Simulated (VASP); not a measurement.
# NaCa2H2 in VASP: further runs

NaCa2H2 is run at these levels: PBE; tasks: single point.

Program: VASP 6.6.1. These are calculated values, not measurements. Logs are shortened: lines on timing, memory, paths and dates and some standing lists are left out, and cuts for length are marked.

## (1) The cell of the first run

The structure is hexagonal, space group P6/mmm (No. 191). Conventional cell: a = 6.521 Å, b = 6.521 Å, c = 4.191 Å, α = 90.00°, β = 90.00°, γ = 120.00°. Na (site symmetry 6/mmm) has 6 H at 3.76 Å and 2 Na at 4.19 Å and 12 Ca at 4.31 Å within 4.9 Å. Within 2.8 Å of Ca (site symmetry -6m2) lie 2 H at 2.10 Å. Within 2.8 Å of H (site symmetry -6m2) lie 2 Ca at 2.10 Å.

## (2) Single point, PBE

INCAR reads:

```
  PREC = Accurate
  ENCUT = 520
  EDIFF = 1E-6
  ISMEAR = 0
  SIGMA = 0.1
  LREAL = F
  LASPH = T
  NELM = 80
  ALGO = Normal
  ISIF = 2
  LWAVE = F
  LCHARG = F
  GGA = PE
  NBANDS = 22
```

KPOINTS reads:

```
regular mesh
0
Gamma
  6 6 10
```

POSCAR reads:

```
NaCa2H2
1.0
    6.5206347358      0.0000000000      0.0000000000
   -3.2603173679      5.6470353300      0.0000000000
    0.0000000000      0.0000000000      4.1912304624
Na Ca H
1 2 2
Direct
    0.0000000000      0.0000000000      0.5000000000
    0.3333333333      0.6666666667      0.0000000000
    0.6666666667      0.3333333333      0.0000000000
    0.3333333333      0.6666666667      0.5000000000
    0.6666666667      0.3333333333      0.5000000000
```

Potentials or basis: VASP PAW PBE potentials, release 64 (Na_pv, Ca_sv, H).

On the command line:

```sh
$ cat potpaw_PBE.64/Na_pv/POTCAR potpaw_PBE.64/Ca_sv/POTCAR potpaw_PBE.64/H/POTCAR > POTCAR
$ mpirun -np 1 vasp_std > vasp.out
```

OUTCAR:

```text
PREC = Accurate
   ENCUT = 520
   EDIFF = 1E-6
   ISMEAR = 0
   LREAL = F
   LASPH = T
   NELM = 80
   ISIF = 2
   GGA = PE

 ion  position               nearest neighbor table
   1  0.000  0.000  0.500-
   2  0.333  0.667  0.000-
   3  0.667  0.333  0.000-
   4  0.333  0.667  0.500-
   5  0.667  0.333  0.500-

  LATTYP: Found a hexagonal cell.
 ALAT       =     6.5206347358
 C/A-ratio  =     0.6427641836

  Lattice vectors:

 A1 = (   6.5206347358,   0.0000000000,   0.0000000000)
 A2 = (  -3.2603173679,   5.6470353300,   0.0000000000)
 A3 = (   0.0000000000,   0.0000000000,   4.1912304624)

Analysis of symmetry for initial positions (statically):
=====================================================================
 Subroutine PRICEL returns:
 Original cell was already a primitive cell.

 Routine SETGRP: Setting up the symmetry group for a
 hexagonal supercell.

 Subroutine GETGRP returns: Found 24 space group operations
 (whereof 24 operations were pure point group operations)
 out of a pool of 24 trial point group operations.

The static configuration has the point symmetry D_6h.

Analysis of symmetry for dynamics (positions and initial velocities):
=====================================================================
 Subroutine PRICEL returns:
 Original cell was already a primitive cell.

 Routine SETGRP: Setting up the symmetry group for a
 hexagonal supercell.

 Subroutine GETGRP returns: Found 24 space group operations
 (whereof 24 operations were pure point group operations)
 out of a pool of 24 trial point group operations.

The dynamic configuration has the point symmetry D_6h.

 Subroutine INISYM returns: Found 24 space group operations
 (whereof 24 operations are pure point group operations),
 and found     1 'primitive' translations

----------------------------------------------------------------------------------------

                                     Primitive cell

  volume of cell :     154.3306

  direct lattice vectors                    reciprocal lattice vectors
     6.520634736  0.000000000  0.000000000     0.153359303  0.088542035  0.000000000
    -3.260317368  5.647035330  0.000000000     0.000000000  0.177084070  0.000000000
     0.000000000  0.000000000  4.191230462     0.000000000  0.000000000  0.238593418
[... 82 lines left out ...]
   ISTART =      0    job   : 0-new  1-cont  2-samecut
   ICHARG =      2    charge: 1-file 2-atom 10-const
   ISPIN  =      1    spin polarized calculation?
   LNONCOLLINEAR =      F non collinear calculations
   LSORBIT =      F    spin-orbit coupling
   LASPH  =      T    aspherical Exc in radial PAW
   ENCUT  =  520.0 eV  38.22 Ry    6.18 a.u.  12.12 12.12  7.79*2*pi/ulx,y,z
   NELM   =     80;   NELMIN=  2; NELMDL= -5     # of ELM steps
   EDIFF  = 0.1E-05   stopping-criterion for ELM
   LREAL  =      F    real-space projection
   EDIFFG = 0.1E-04   stopping-criterion for IOM
   NSW    =      0    number of steps for IOM
   IBRION =     -1    ionic relax: 0-MD 1-quasi-New 2-CG
   NFREE  =      0    steps in history (QN), initial steepest desc. (CG)
   ISIF   =      2    stress and relaxation
   ISYM   =      2    0-nonsym 1-usesym 2-fastsym
   POTIM  = 0.5000    time-step for ionic-motion
   TEBEG  =    0.0;   TEEND  =   0.0 temperature during run
   PSTRESS=    0.0 pullay stress
   NELECT =      29.0000    total number of electrons
   NUPDOWN=      -1.0000    fix difference up-down
   EMIN   =  10.00;   EMAX   =-10.00  energy-range for DOS
   EFERMI =   0.00;   METHOD = LEGACY
   ISMEAR =     0;   SIGMA  =   0.10  broadening in eV -4-tet -1-fermi 0-gaus
   EFERMI_NEDOS =   21; number of points for ismear=-14 and -15
   IALGO  =     38    algorithm
   IMIX   =      4    mixing-type and parameters
     AMIX     =   0.40;   BMIX     =  1.00
     AMIX_MAG =   1.60;   BMIX_MAG =  1.00
  volume/ion in A,a.u.               =      30.87       208.29
  Fermi-wavevector in a.u.,A,eV,Ry     =   0.937685  1.771967 11.962959  0.879253
  Thomas-Fermi vector in A             =   2.064821
   LORBIT       =      0    0 simple, 1 ext, 2 COOP (PROOUT), +10 PAW based schemes
   GGA     = PE    functional components
   LHFCALC =     F    Hartree Fock is set to
   AEXX    =    0.0000 exact exchange contribution
   IVDW    =     0    specifies the selected vdW correction
   LEPSILON=     F    determine dielectric tensor
   LRPA    =     F    only Hartree local field effects (RPA)
 non-spin polarized calculation
 Gauss-broadening in eV      SIGMA  =   0.10
  energy-cutoff  :      520.00
  volume of cell :      154.33
 maximum number of plane-waves:      4179
   NGX = 25   NGY = 25   NGZ = 15

 number of electron      28.9999996 magnetization

 Free energy of the ion-electron system (eV)
  ---------------------------------------------------
  ext. energy  EPLUGINS =         0.00000000
  ---------------------------------------------------
  free energy    TOTEN  =       -11.30843245 eV

  energy without entropy =      -11.29095316  energy(sigma->0) =      -11.29969280

 E-fermi :   0.7324     XC(G=0):  -6.7652

 val. band max:        0.7231420702   @ k =   0.3333   0.1667   0.4000
 cond. band min:       0.7392493741   @ k =   0.5000   0.0000   0.5000
 fundamental gap:      0.0161073039
 Fermi energy:         0.7323797481

 k-point     1 :       0.0000    0.0000    0.0000
  band No.  band energies     occupation
      1     -41.2234      2.00000
      2     -41.2119      2.00000
      3     -24.2474      2.00000
      4     -24.2474      2.00000
      5     -24.2079      2.00000
      6     -22.3693      2.00000
[... 589 lines left out ...]
     21       3.0853      0.00000
     22       3.7348      0.00000

 [... further k-points ...]
[... 5 lines left out ...]
  --------------------------------------------------------------------------------------
  -------------------------------------------------------------------------------------
  Total       -0.0388277     -0.0388277      0.0372844      0.0000000     -0.0000000      0.0000000
  in kB       -0.4030887     -0.4030887      0.3870667      0.0000000     -0.0000000      0.0000000
  external PRESSURE =      -0.1397035 kB  Pullay stress =       0.0000000 kB

 VOLUME and BASIS-vectors are now :
 -----------------------------------------------------------------------------
  energy-cutoff  :      520.00
  volume of cell :      154.33
      direct lattice vectors                 reciprocal lattice vectors
     6.520634736  0.000000000  0.000000000     0.153359303  0.088542035  0.000000000
    -3.260317368  5.647035330  0.000000000     0.000000000  0.177084070  0.000000000
     0.000000000  0.000000000  4.191230462     0.000000000  0.000000000  0.238593418

 POSITION                                       TOTAL-FORCE (eV/Angst)
 -----------------------------------------------------------------------------------
      0.00000      0.00000      2.09562         0.000000     -0.000000      0.000000
     -0.00000      3.76469      0.00000        -0.000000      0.000000     -0.000000
      3.26032      1.88235      0.00000         0.000000     -0.000000      0.000000
     -0.00000      3.76469      2.09562         0.000000      0.000000      0.000000
      3.26032      1.88235      2.09562         0.000000      0.000000      0.000000
 -----------------------------------------------------------------------------------
    total drift:                               -0.000000      0.000000      0.000000

  FREE ENERGIE OF THE ION-ELECTRON SYSTEM (eV)
  ---------------------------------------------------
  free  energy   TOTEN  =       -11.3084324530 eV

  energy  without entropy=      -11.2909531563  energy(sigma->0) =      -11.29969280
```

Run time: 74 s. Hardware: 1 thread of Intel Xeon 6975P-C (Granite Rapids), shared host; peak memory 0.33 GiB.

Results:

```yaml
Free_energy: -11.3084 eV
Pressure: 0.0 GPa
```

## (3) Single point, PBE

This run uses another cell than the first one, of 30.20 Å³/atom, 0.978 times its volume.

INCAR reads:

```
SYSTEM = NaCa2H2
PREC = Accurate
ENCUT = 520
EDIFF = 1E-7
ISMEAR = 0
SIGMA = 0.1
LREAL = .False.
LASPH = .True.
NELM = 100
ALGO = Normal
ISIF = 2
LWAVE = .False.
LCHARG = .False.
GGA = PE
NBANDS = 22
```

KPOINTS reads:

```
Automatic mesh
0
Gamma
  6 6 6
  0 0 0
```

POSCAR reads:

```
NaCa2H2
1.0
    6.4440868484      0.0000000040      0.0000000000
   -3.2220434277      5.5807429129      0.0000000000
    0.0000000000      0.0000000000      4.1987407942
Na Ca H
1 2 2
Direct
    0.0000000000      0.0000000000      0.5960256106
    0.3333333333      0.6666666667      0.0970468910
    0.6666666667      0.3333333333      0.0970468910
    0.3333333333      0.6666666667      0.5969584187
    0.6666666667      0.3333333333      0.5969584187
```

Potentials or basis: VASP PAW PBE potentials, release 64 (Na_pv, Ca_sv, H).

On the command line:

```sh
$ cat potpaw_PBE.64/Na_pv/POTCAR potpaw_PBE.64/Ca_sv/POTCAR potpaw_PBE.64/H/POTCAR > POTCAR
$ mpirun -np 1 vasp_std > vasp.out
```

It took 66 s on 1 thread of Intel Xeon 6975P-C (Granite Rapids), shared host; peak memory 0.3 GiB.

Results (log left out):

| Item | Value |
| --- | --- |
| Free energy | -11.3068 eV |
| Pressure | 0.1 GPa |

Forces in eV/Å, atoms in the order of the input:
```
Na   0.000  0.000  0.000
Ca   0.000  0.000 -0.003
Ca   0.000  0.000 -0.003
H    0.000  0.000  0.003
H    0.000  0.000  0.003
```

Stress tensor (GPa, compression positive):
```
0.19 0.00 0.00
0.00 0.19 0.00
0.00 0.00 0.02
```

Levels at points of the mesh, in eV from the Fermi level:
| k point | band 10 | band 11 | band 12 | band 13 | band 14 | band 15 | band 16 | band 17 | band 18 | band 19 |
| --- | --- | --- | --- | --- | --- | --- | --- | --- | --- | --- |
| (0.00, 0.00, 0.00) | -22.73 | -22.71 | -4.88 | -3.54 | -1.38 | 0.61 | 0.61 | 0.86 | 0.86 | 2.87 |
| (0.50, 0.00, 0.00) | -22.72 | -22.72 | -4.39 | -4.01 | -1.38 | -0.32 | 0.34 | 0.72 | 1.40 | 2.73 |
| (0.00, 0.00, 0.50) | -22.80 | -22.78 | -3.35 | -2.08 | -1.48 | 1.12 | 1.12 | 1.55 | 1.55 | 1.82 |
| (0.50, 0.00, 0.50) | -22.79 | -22.78 | -2.95 | -2.59 | -0.30 | -0.03 | 0.50 | 0.68 | 1.02 | 1.68 |
